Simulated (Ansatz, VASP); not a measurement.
Si2SnSe6 in VASP and in Ansatz

```xyz
9
Lattice="0.0000 4.8824 4.8824 4.8824 0.0000 4.8824 4.8824 4.8824 0.0000" Properties=species:S:1:pos:R:3 pbc="T T T"
Si    7.3236    7.3236    7.3236
Si    2.4412    2.4412    2.4412
Sn    0.0000    0.0000    0.0000
Se    0.0000    2.4412    2.4412
Se    4.8824    2.4412    2.4412
Se    2.4412    0.0000    2.4412
Se    2.4412    4.8824    2.4412
Se    2.4412    2.4412    0.0000
Se    2.4412    2.4412    4.8824
```

Change from the starting cell: ordered vacancies on the A sites of perovskite (Fm-3m, No. 225).

Alike in both runs: functional PBE; k mesh 8 × 8 × 8; occupations gaussian, width 0.1 eV; no spin polarisation.

Ansatz relaxed the structure, and its values are those at the end. VASP's run is a single point on that final structure, the one shown.

```csv
,VASP,Ansatz
version,VASP 6.6.1,Ansatz 0.2.0
potentials or method,"VASP PAW PBE potentials, release 64 (Si, Sn_d, Se), cutoff 520 eV","scalar-relativistic, plane waves, PAW"
valence electrons in the cell,58,118
```

VASP gave:

```
gap on the k mesh at the Fermi level (eV) : none
pressure (GPa)                            : 0.1
```

**Question.** Estimate Ansatz's values.

**Answer.** gap on the k mesh at the Fermi level (eV): none; pressure (GPa): 0.0.

A gap of «none» marks a metal or a gap that the smearing closes. VASP's potentials hold 58 valence electrons a cell and Ansatz's 118, so a difference there can come from the potentials and not from the codes.
